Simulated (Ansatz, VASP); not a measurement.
**TiAlF in VASP and in Ansatz**

The input INCAR:

```
SYSTEM = TiAlF
ALGO = Normal
EDIFF = 1E-7
ENCUT = 520
GGA = PE
ISIF = 2
ISMEAR = 0
LASPH = .TRUE.
LCHARG = .FALSE.
LREAL = .FALSE.
LWAVE = .FALSE.
NBANDS = 18
NELM = 100
PREC = Accurate
SIGMA = 0.1
```

The input KPOINTS:

```
k-points
0
G
  16 16 8
  0 0 0
```

POSCAR

```
TiAlF
1.0
    2.9623133171      0.0000000000      0.0000000000
    0.0000000000      2.9623133171      0.0000000000
    0.0000000000      0.0000000000      5.5264560879
Ti Al F
1 1 1
Direct
    0.5000000000      0.5000000000      0.0000000000
    0.5000000000      0.5000000000      0.5000000000
    0.0000000000      0.0000000000      0.0000000000
```

Input for Ansatz:

```yaml
crystal:
  lattice:
    - [2.9623133171, 0.0, 0.0]
    - [0.0, 2.9623133171, 0.0]
    - [0.0, 0.0, 5.5264560879]
  atoms:
    - { symbol: Ti, position: [0.5, 0.5, 0.0] }
    - { symbol: Al, position: [0.5, 0.5, 0.5] }
    - { symbol: F, position: [0.0, 0.0, 0.0] }
basis:
  ecutwfc: 420
kpoints:
  mp_grid: { grid: [16, 16, 8] }
  band_path:
    path:
      - [[0.0, 0.0, 0.0], [0.0, 0.5, 0.0], [0.5, 0.5, 0.0], [0.0, 0.0, 0.0], [0.0, 0.0, 0.5], [0.0, 0.5, 0.5], [0.5, 0.5, 0.5], [0.0, 0.0, 0.5]]
      - [[0.0, 0.5, 0.0], [0.0, 0.5, 0.5]]
      - [[0.5, 0.5, 0.0], [0.5, 0.5, 0.5]]
    npoints: 14
hamiltonian:
  xc: pbe
scf:
  occupations: { method: gaussian, width: 0.1 }
  n_extra_bands: 7
output:
  forces: true
  stress: true
  eigenvalues: true
  populations: true
  dos: { projected: true, de: 0.02, nscf_kmesh: { grid: [20, 20, 10] } }
  bader: true
  write_density: true
  write_potential: true
  elf: true
  volumetric_format: npy
```

Alike in both runs: task single point; functional PBE; k mesh 16 × 16 × 8; occupations gaussian, width 0.1 eV; no spin polarisation.

|  | VASP | Ansatz |
| --- | --- | --- |
| version | VASP 6.6.1 | Ansatz 0.2.0 |
| potentials or method | VASP PAW PBE potentials, release 64 (Ti_sv, Al, F), cutoff 520 eV | scalar-relativistic, plane waves, PAW |
| valence electrons in the cell | 22 | 22 |

Ansatz gave:

| Property | Result |
| --- | --- |
| gap on the k mesh at the Fermi level (eV) | none |
| pressure (GPa) | 0.0 |
| traceless stress, the component that is largest in VASP (GPa) | 0.03 |

Task: Estimate VASP's values.

Result: gap on the k mesh at the Fermi level (eV): none; pressure (GPa): 0.1; traceless stress, the component that is largest in VASP (GPa): -0.22.

A gap of «none» marks a metal or a gap that the smearing closes. With one functional, cell and mesh, what is left measures potentials, basis and numerics.
